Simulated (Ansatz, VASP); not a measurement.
# BAs: VASP beside Ansatz

```xyz
2
Lattice="0.0000 2.3407 2.3885 2.3407 0.0000 2.3885 2.3407 2.3407 0.0000" Properties=species:S:1:pos:R:3 pbc="T T T"
B     0.0000    0.0000    0.0000
As    3.5111    3.5111    3.5827
```

Change from the starting cell: equal xx and yy strain of -2 %, PAW files.

Alike in both runs: task electric field gradients; functional PBE; k mesh 15 × 15 × 15; occupations fermi-dirac, width 0.03 eV; no spin polarisation.

|  | VASP | Ansatz |
| --- | --- | --- |
| version | VASP 6.6.1 | Ansatz 0.2.0 |
| potentials or method | VASP PAW PBE potentials, release 64 (B, As) | PAW with Ansatz's default frozen-core files, scalar-relativistic |
| plane-wave cutoff (eV) | 520 | 420 |
| valence electrons in the cell | 8 | 18 |

Ansatz gave:

| Property | Result |
| --- | --- |
| pressure (GPa) | 9.0 |
| traceless stress, the component that is largest in VASP (GPa) | -2.98 |
| size of Vzz on the site where it differs most (V/Å²) | 2.3 |

Q: What did VASP give for the same quantities?

A: Pressure (GPa): 9.8; traceless stress, the component that is largest in VASP (GPa): -2.96; size of Vzz on the site where it differs most (V/Å²): 2.6.

With one functional, cell and mesh, what is left measures potentials, basis and numerics. VASP's potentials hold 8 valence electrons a cell and Ansatz's 18, so a difference there can come from the potentials and not from the codes.
